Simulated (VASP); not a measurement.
## MgB2: single point with PBE

MgB2:

```
Mg B
1.0
     6.17000    0.00000    0.00000
    -1.54250    2.67169    0.00000
     0.00000    0.00000    3.52300
Mg B
2 4
Direct
  0.00947 0.00017 0.99191
  0.50991 0.01744 0.01686
  0.15227 0.65712 0.51613
  0.31695 0.31971 0.51137
  0.65966 0.66180 0.50845
  0.82756 0.32179 0.44431
```

```yaml
Program: VASP 6.6.1
Task: single point
Functional: PBE
Potentials_or_basis: VASP PAW PBE potentials, release 64 (Mg, B)
Cutoff: 520 eV
k_mesh: 3 × 3 × 2
Occupations: fermi-dirac, width 0.15 eV
Spin: no spin polarisation
Dipole_correction: no
Further_INCAR_settings: ALGO = Normal; EDIFF = 1e-06; NBANDS = 17
```

```json
{
 "Pressure": "-0.5 GPa",
 "Largest force": "2.509 eV/Å",
 "Band gap on the k mesh": "zero (bands 8 and 9 overlap by 3.15 eV)"
}
```

Forces in eV/Å, atoms in the order of the input:
```
Mg  -0.546 -0.101  0.111
Mg  -0.538 -0.433 -0.547
B    0.593  0.095 -1.009
B    0.693  0.419  0.101
B   -0.046 -0.151 -1.155
B   -0.156  0.170  2.498
```

Stress tensor (GPa, compression positive):
```
-1.86 -0.66  0.76
-0.66 -1.19  0.47
 0.76  0.47  1.54
```

Levels at points of the mesh, in eV from the Fermi level:
| k point | band 5 | band 6 | band 7 | band 8 | band 9 | band 10 | band 11 | band 12 |
| --- | --- | --- | --- | --- | --- | --- | --- | --- |
| (0.00, 0.00, 0.00) | -2.35 | -0.36 | 0.13 | 0.38 | 1.33 | 2.92 | 3.66 | 5.01 |
| (0.00, 0.00, 0.50) | -3.84 | -2.05 | -1.63 | 0.49 | 0.74 | 5.47 | 6.25 | 6.49 |

Run time: 8.4 s on 1 thread of AMD EPYC 9R45 96-Core Processor (Zen 5), on a shared host, peak memory 0.15 GiB.

Caveat: the k points lie up to 0.89 Å⁻¹ apart, too coarse for converged energies and pressures of a metal; forces of over 1 eV/Å act on the atoms, so gaps and moduli don't describe the material at rest.
